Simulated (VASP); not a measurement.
# InSb (I-4m2) in VASP: notebook

Runs on InSb. Level: PBEsol. Tasks: single point.

All numbers are computed with VASP 6.6.1; they aren't measurements. Logs are shortened: lines on timing, memory, paths and dates and some standing lists are left out, and cuts for length are marked.

## Step 1: The cell of the first run

Symmetry: I-4m2, No. 119, tetragonal system. Conventional cell: a = 4.214 Å, b = 4.214 Å, c = 6.996 Å, α = 90.00°, β = 90.00°, γ = 90.00°. In (site symmetry -4m2) has 4 Sb at 2.74 Å within 3.6 Å. Within 3.6 Å of Sb (site symmetry -4m2) lie 4 In at 2.74 Å.

## Step 2: Single point, PBEsol (strain -0.080 along x and y, +0.080 along z)

The input, INCAR:

```
SYSTEM = InSb
ALGO = Normal
EDIFF = 1E-7
ENCUT = 520
GGA = PS
ISIF = 2
ISMEAR = 0
LASPH = .TRUE.
LCHARG = .FALSE.
LREAL = .FALSE.
LWAVE = .FALSE.
NBANDS = 16
NELM = 80
PREC = Accurate
SIGMA = 0.15
```

The input, KPOINTS:

```
k-points
0
G
  12 12 12
  0 0 0
```

The input, POSCAR:

```
InSb
1.0
    0.0000000000      2.9799720000      3.4982280000
    2.9799720000      0.0000000000      3.4982280000
    2.9799720000      2.9799720000      0.0000000000
In Sb
1 1
Direct
    0.0000000000      0.0000000000      0.0000000000
    0.7500000000      0.7500000000      0.7500000000
```

Potentials or basis: VASP PAW PBE potentials, release 64 (In_d, Sb).

Command:

```
> cat potpaw_PBE.64/In_d/POTCAR potpaw_PBE.64/Sb/POTCAR > POTCAR
> mpirun -np 1 vasp_std > vasp.out
```

OUTCAR:

```text
SYSTEM = InSb
   EDIFF = 1E-7
   ENCUT = 520
   GGA = PS
   ISIF = 2
   ISMEAR = 0
   LASPH = .TRUE.
   LREAL = .FALSE.
   NELM = 80
   PREC = Accurate

 ion  position               nearest neighbor table
   1  0.000  0.000  0.000-   2 2.74   2 2.74   2 2.74   2 2.74
   2  0.750  0.750  0.750-   1 2.74   1 2.74   1 2.74   1 2.74

  LATTYP: Found a body centered tetragonal cell.
 ALAT       =     4.2143168179
 C/A-ratio  =     1.6601637471

  Lattice vectors:

 A1 = (  -2.9799720000,   0.0000000000,   3.4982280000)
 A2 = (   2.9799720000,   0.0000000000,   3.4982280000)
 A3 = (   0.0000000000,   2.9799720000,  -3.4982280000)

Analysis of symmetry for initial positions (statically):
=====================================================================
 Subroutine PRICEL returns:
 Original cell was already a primitive cell.

 Routine SETGRP: Setting up the symmetry group for a
 body centered tetragonal supercell.

 Subroutine GETGRP returns: Found  8 space group operations
 (whereof  8 operations were pure point group operations)
 out of a pool of 16 trial point group operations.

The static configuration has the point symmetry D_2d.

Analysis of symmetry for dynamics (positions and initial velocities):
=====================================================================
 Subroutine PRICEL returns:
 Original cell was already a primitive cell.

 Routine SETGRP: Setting up the symmetry group for a
 body centered tetragonal supercell.

 Subroutine GETGRP returns: Found  8 space group operations
 (whereof  8 operations were pure point group operations)
 out of a pool of 16 trial point group operations.

The dynamic configuration has the point symmetry D_2d.

 Subroutine INISYM returns: Found  8 space group operations
 (whereof  8 operations are pure point group operations),
 and found     1 'primitive' translations

----------------------------------------------------------------------------------------

                                     Primitive cell

  volume of cell :      62.1302

  direct lattice vectors                    reciprocal lattice vectors
     0.000000000  2.979972000  3.498228000    -0.167786811  0.167786811  0.142929506
     2.979972000  0.000000000  3.498228000     0.167786811 -0.167786811  0.142929506
     2.979972000  2.979972000  0.000000000     0.167786811  0.167786811 -0.142929506

  length of vectors
     4.595414264  4.595414264  4.214316818     0.277008433  0.277008433  0.277008433

  position of ions in fractional coordinates (direct lattice)
     0.000000000  0.000000000  0.000000000
     0.750000000  0.750000000  0.750000000

  ion indices of the primitive-cell ions
   primitive index   ion index
                 1           1
                 2           2

----------------------------------------------------------------------------------------

 KPOINTS: k-points

Automatic generation of k-mesh.
 Grid dimensions read from file:
 generate k-points for:   12   12   12

 Generating k-lattice:

  Cartesian coordinates                     Fractional coordinates (reciprocal lattice)
    -0.013982234  0.013982234  0.011910792     0.083333333 -0.000000000  0.000000000
     0.013982234 -0.013982234  0.011910792    -0.000000000  0.083333333  0.000000000
     0.013982234  0.013982234 -0.011910792     0.000000000  0.000000000  0.083333333

  Length of vectors
     0.023084036  0.023084036  0.023084036

  Shift w.r.t. Gamma in fractional coordinates (k-lattice)
     0.000000000  0.000000000  0.000000000

 Subroutine IBZKPT returns following result:
 ===========================================

 Found    163 irreducible k-points:

 Following reciprocal coordinates:
            Coordinates               Weight
  0.000000  0.000000  0.000000      1.000000
  0.083333  0.000000  0.000000      8.000000
  0.166667  0.000000  0.000000      8.000000
  0.250000  0.000000  0.000000      8.000000
  0.333333  0.000000  0.000000      8.000000
  0.416667 -0.000000  0.000000      8.000000
[... 16 lines left out ...]
  0.500000  0.166667  0.000000      8.000000
 -0.416667  0.166667  0.000000      8.000000
 [... further k-points ...]
   k-points           NKPTS =    163   k-points in BZ     NKDIM =    163   number of bands    NBANDS=     16
   number of dos      NEDOS =    301   number of ions     NIONS =      2
   total plane-waves  NPLWV =  41472
   dimension x,y,z NGX =    36 NGY =   36 NGZ =   32
   dimension x,y,z NGXF=    72 NGYF=   72 NGZF=   64
   ions per type =               1   1
   NGX,Y,Z   is equivalent  to a cutoff of  13.02, 13.02, 12.62 a.u.
   NGXF,Y,Z  is equivalent  to a cutoff of  26.05, 26.05, 25.25 a.u.
 SYSTEM =  InSb
   PREC   = accura    normal or accurate (medium, high low for compatibility)
   ISTART =      0    job   : 0-new  1-cont  2-samecut
   ICHARG =      2    charge: 1-file 2-atom 10-const
   ISPIN  =      1    spin polarized calculation?
   LNONCOLLINEAR =      F non collinear calculations
   LSORBIT =      F    spin-orbit coupling
   LASPH  =      T    aspherical Exc in radial PAW
   ENCUT  =  520.0 eV  38.22 Ry    6.18 a.u.   8.54  8.54  7.84*2*pi/ulx,y,z
   NELM   =     80;   NELMIN=  2; NELMDL= -5     # of ELM steps
   EDIFF  = 0.1E-06   stopping-criterion for ELM
   LREAL  =      F    real-space projection
   EDIFFG = 0.1E-05   stopping-criterion for IOM
   NSW    =      0    number of steps for IOM
   IBRION =     -1    ionic relax: 0-MD 1-quasi-New 2-CG
   NFREE  =      0    steps in history (QN), initial steepest desc. (CG)
   ISIF   =      2    stress and relaxation
   ISYM   =      2    0-nonsym 1-usesym 2-fastsym
   POTIM  = 0.5000    time-step for ionic-motion
   TEBEG  =    0.0;   TEEND  =   0.0 temperature during run
   PSTRESS=    0.0 pullay stress
   NELECT =      18.0000    total number of electrons
   NUPDOWN=      -1.0000    fix difference up-down
   EMIN   =  10.00;   EMAX   =-10.00  energy-range for DOS
   EFERMI =   0.00;   METHOD = LEGACY
   ISMEAR =     0;   SIGMA  =   0.15  broadening in eV -4-tet -1-fermi 0-gaus
   EFERMI_NEDOS =   21; number of points for ismear=-14 and -15
   IALGO  =     38    algorithm
   IMIX   =      4    mixing-type and parameters
     AMIX     =   0.40;   BMIX     =  1.00
     AMIX_MAG =   1.60;   BMIX_MAG =  1.00
  volume/ion in A,a.u.               =      31.07       209.64
  Fermi-wavevector in a.u.,A,eV,Ry     =   1.083257  2.047059 15.965699  1.173446
  Thomas-Fermi vector in A             =   2.219319
   LORBIT       =      0    0 simple, 1 ext, 2 COOP (PROOUT), +10 PAW based schemes
   GGA     = PS    functional components
   LHFCALC =     F    Hartree Fock is set to
   AEXX    =    0.0000 exact exchange contribution
   IVDW    =     0    specifies the selected vdW correction
   LEPSILON=     F    determine dielectric tensor
   LRPA    =     F    only Hartree local field effects (RPA)
 non-spin polarized calculation
 Gauss-broadening in eV      SIGMA  =   0.15
  energy-cutoff  :      520.00
  volume of cell :       62.13
 maximum number of plane-waves:      1694
 NGX is ok and might be reduce to    36
   NGX = 17   NGY = 17   NGZ = 15

 number of electron      18.0000002 magnetization

 Free energy of the ion-electron system (eV)
  ---------------------------------------------------
  ext. energy  EPLUGINS =         0.00000000
  ---------------------------------------------------
  free energy    TOTEN  =        -7.47036992 eV

  energy without entropy =       -7.46889383  energy(sigma->0) =       -7.46963188

 E-fermi :   6.2655     XC(G=0):  -9.2832

 val. band max:        6.2627356716   @ k =  -0.0833   0.0833   0.0000
 cond. band min:       6.2950720381   @ k =   0.4167  -0.0000   0.0000
 fundamental gap:      0.0323363665
 Fermi energy:         6.2654990379

 k-point     1 :       0.0000    0.0000    0.0000
  band No.  band energies     occupation
      1      -8.8214      2.00000
      2      -8.7870      2.00000
      3      -8.7870      2.00000
      4      -8.6972      2.00000
      5      -8.6927      2.00000
      6      -5.3435      2.00000
[... 8 lines left out ...]
     15      12.8583      0.00000
     16      13.2380      0.00000

 k-point     2 :       0.0833    0.0000    0.0000
  band No.  band energies     occupation
      1      -8.8205      2.00000
      2      -8.7906      2.00000
      3      -8.7852      2.00000
      4      -8.6962      2.00000
      5      -8.6935      2.00000
      6      -5.2710      2.00000
[... 8 lines left out ...]
     15      12.6072      0.00000
     16      13.9051      0.00000

 k-point     3 :       0.1667    0.0000    0.0000
  band No.  band energies     occupation
      1      -8.8224      2.00000
      2      -8.7962      2.00000
      3      -8.7803      2.00000
      4      -8.6956      2.00000
      5      -8.6933      2.00000
      6      -5.0582      2.00000
[... 8 lines left out ...]
     15      13.1676      0.00000
     16      14.1083      0.00000

 k-point     4 :       0.2500    0.0000    0.0000
  band No.  band energies     occupation
      1      -8.8348      2.00000
      2      -8.7942      2.00000
      3      -8.7741      2.00000
      4      -8.6981      2.00000
      5      -8.6888      2.00000
      6      -4.7224      2.00000
[... 8 lines left out ...]
     15      13.6957      0.00000
     16      13.7454      0.00000
[... 324 lines left out ...]
 k-point    22 :       0.4167    0.1667    0.0000
  band No.  band energies     occupation
      1      -8.8653      2.00000
      2      -8.7750      2.00000
      3      -8.7575      2.00000
      4      -8.6960      2.00000
      5      -8.6878      2.00000
      6      -4.0632      2.00000
[... 8 lines left out ...]
     15      14.4304      0.00000
     16      15.2099      0.00000

 k-point    23 :       0.5000    0.1667    0.0000
  band No.  band energies     occupation
      1      -8.8703      2.00000
      2      -8.7766      2.00000
      3      -8.7559      2.00000
      4      -8.6989      2.00000
      5      -8.6836      2.00000
      6      -3.6955      2.00000
[... 8 lines left out ...]
     15      14.8404      0.00000
     16      15.3084      0.00000

 k-point    24 :      -0.4167    0.1667    0.0000
  band No.  band energies     occupation
      1      -8.8717      2.00000
      2      -8.7777      2.00000
      3      -8.7570      2.00000
      4      -8.7018      2.00000
      5      -8.6808      2.00000
      6      -3.5680      2.00000
[... 8 lines left out ...]
     15      14.4226      0.00000
     16      15.1689      0.00000

 [... further k-points ...]

------------------------ aborting loop because EDIFF is reached ----------------------------------------

  FORCE on cell =-STRESS in cart. coord.  units (eV):
  Direction    XX          YY          ZZ          XY          YZ          ZX
  --------------------------------------------------------------------------------------
  -------------------------------------------------------------------------------------
  Total        2.8987696      2.8987696      0.7270123      0.0000000      0.0000000      0.0000000
  in kB       74.7518264     74.7518264     18.7477806      0.0000000      0.0000000      0.0000000
  external PRESSURE =      56.0838112 kB  Pullay stress =       0.0000000 kB

 VOLUME and BASIS-vectors are now :
 -----------------------------------------------------------------------------
  energy-cutoff  :      520.00
  volume of cell :       62.13
      direct lattice vectors                 reciprocal lattice vectors
     0.000000000  2.979972000  3.498228000    -0.167786811  0.167786811  0.142929506
     2.979972000  0.000000000  3.498228000     0.167786811 -0.167786811  0.142929506
     2.979972000  2.979972000  0.000000000     0.167786811  0.167786811 -0.142929506

 POSITION                                       TOTAL-FORCE (eV/Angst)
 -----------------------------------------------------------------------------------
      0.00000      0.00000      0.00000        -0.000000     -0.000000      0.000000
      4.46996      4.46996      5.24734         0.000000      0.000000      0.000000
 -----------------------------------------------------------------------------------
    total drift:                               -0.000000     -0.000000      0.000000

  FREE ENERGIE OF THE ION-ELECTRON SYSTEM (eV)
  ---------------------------------------------------
  free  energy   TOTEN  =        -7.4703699250 eV

  energy  without entropy=       -7.4688938284  energy(sigma->0) =       -7.46963188
```

It took 2.1 min on 1 thread of Intel Xeon 6975P-C, shared host; peak memory 0.32 GiB.

Results:

```
Free energy            : -7.4704 eV
Pressure               : 5.6 GPa
Band gap on the k mesh : zero (band 9 reaches 6.31 eV, above the bottom of band 10 at 6.23 eV)
```

Levels at points of the mesh, in eV from the Fermi level:
| k point | band 7 | band 8 | band 9 | band 10 | band 11 | band 12 |
| --- | --- | --- | --- | --- | --- | --- |
| (0.00, 0.00, 0.00) | -1.05 | -0.24 | 0.04 | 0.04 | 2.63 | 2.63 |
| (0.50, 0.00, 0.00) | -6.37 | -2.05 | -0.78 | -0.03 | 3.49 | 4.00 |
| (0.50, 0.50, 0.00) | -7.15 | -2.20 | -2.20 | 1.48 | 1.77 | 8.15 |
| (0.50, 0.00, 0.50) | -6.32 | -3.16 | -3.05 | 0.51 | 0.52 | 7.17 |

Caveat: the cell differs from its parent crystal (strain -0.080 along x and y, +0.080 along z); the PAW data sets were made with another functional, which shifts forces and pressure a little; spin-orbit coupling is left out, which moves the levels of the heavy elements.

(Part 1 of 2 ends here.)
